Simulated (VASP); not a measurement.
**LiH: single point with r2SCAN**

The system is LiH.

```xyz
2
Lattice="0.0000 2.0416 2.0416 2.0416 0.0000 2.0416 2.0416 2.0416 0.0000" Properties=species:S:1:pos:R:3 pbc="T T T"
Li    0.0000    0.0000    0.0000
H     2.0416    2.0416    2.0416
```

This cell differs from its parent crystal: volume scaled by 1.06.

* Program: VASP 6.6.1
* Task: single point
* Functional: r2SCAN
* Potentials or basis: VASP PAW PBE potentials, release 64 (Li_sv, H)
* Cutoff: 520 eV
* k mesh: 10 × 10 × 10
* Occupations: gaussian, width 0.02 eV
* Spin: no spin polarisation
* Dipole correction: no
* Further INCAR settings: ALGO = Normal; EDIFF = 1e-07; NBANDS = 9

```json
{"Band gap on the k mesh": "3.61 eV, direct"}
```

Levels at points of the mesh, in eV from the valence-band top:
| k point | band 1 | band 2 | band 3 | band 4 | band 5 |
| --- | --- | --- | --- | --- | --- |
| (0.00, 0.00, 0.00) | -45.79 | -5.24 | 16.88 | 18.79 | 18.79 |
| (0.50, 0.00, 0.00) | -45.75 | -2.48 | 5.53 | 14.44 | 17.61 |
| (0.50, 0.50, 0.00) | -45.74 | 0.00 | 3.61 | 11.45 | 11.45 |

Run time: 16 s on 1 thread of Intel(R) Xeon(R) 6975P-C (Granite Rapids), on a shared host, peak memory 0.13 GiB.

 A k mesh can miss the band edges.
